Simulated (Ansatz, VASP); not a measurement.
**BN in VASP and in Ansatz**

The input POSCAR:

```
BN
1.0
    0.0000000000      1.8102120000      1.8102120000
    1.8102120000      0.0000000000      1.8102120000
    1.8102120000      1.8102120000      0.0000000000
B N
1 1
Direct
    0.0000000000      0.0000000000      0.0000000000
    0.2500000000      0.2500000000      0.2500000000
```

Contents of INCAR.step1:

```
PREC = Accurate ; ENCUT = 660
ISMEAR = 0 ; SIGMA = 0.01
LREAL = F ; LASPH = T
NELM = 120 ; NBANDS = 11
GGA = PE ; ALGO = Normal
EDIFF = 1E-5 ; LWAVE = T
LCHARG = F ; GGA_COMPAT = F
```

File INCAR.step2:

```
PREC = Accurate ; ENCUT = 660
EDIFF = 1E-6 ; ISMEAR = 0
SIGMA = 0.01 ; LREAL = F
LASPH = T ; NELM = 120
ALGO = Normal ; ISIF = 2
LWAVE = F ; LCHARG = F
METAGGA = R2SCAN ; LMIXTAU = T
NBANDS = 11 ; ISTART = 1
GGA_COMPAT = F
```

The input KPOINTS:

```
Automatic mesh
0
Gamma
  12 12 12
```

Input for Ansatz:

```yaml
crystal:
  lattice:
    - [0.0, 1.810212, 1.810212]
    - [1.810212, 0.0, 1.810212]
    - [1.810212, 1.810212, 0.0]
  atoms:
    - { symbol: B, position: [0.0, 0.0, 0.0] }
    - { symbol: "N", position: [0.25, 0.25, 0.25] }
scf:
  occupations: { method: fixed }
output:
  stress: true
hamiltonian:
  xc: r2scan
kpoints:
  mp_grid: { grid: [12, 12, 12] }
```

Alike in both runs: task single point; functional r2SCAN; k mesh 12 × 12 × 12; no spin polarisation.

|  | VASP | Ansatz |
| --- | --- | --- |
| version | VASP 6.6.1 | Ansatz 0.2.0 |
| potentials or method | VASP PAW PBE potentials, release 64 (B, N) | scalar-relativistic, plane waves, PAW |
| plane-wave cutoff (eV) | 660 | 500 |
| occupations | gaussian, width 0.01 eV | fixed |
| valence electrons in the cell | 8 | 8 |

Ansatz gave:

```
pressure (GPa) : -3.4
```

Question: Which values does VASP return?

Answer: Pressure (GPa): -2.3.

VASP's potentials were made for PBE, not for r2SCAN.
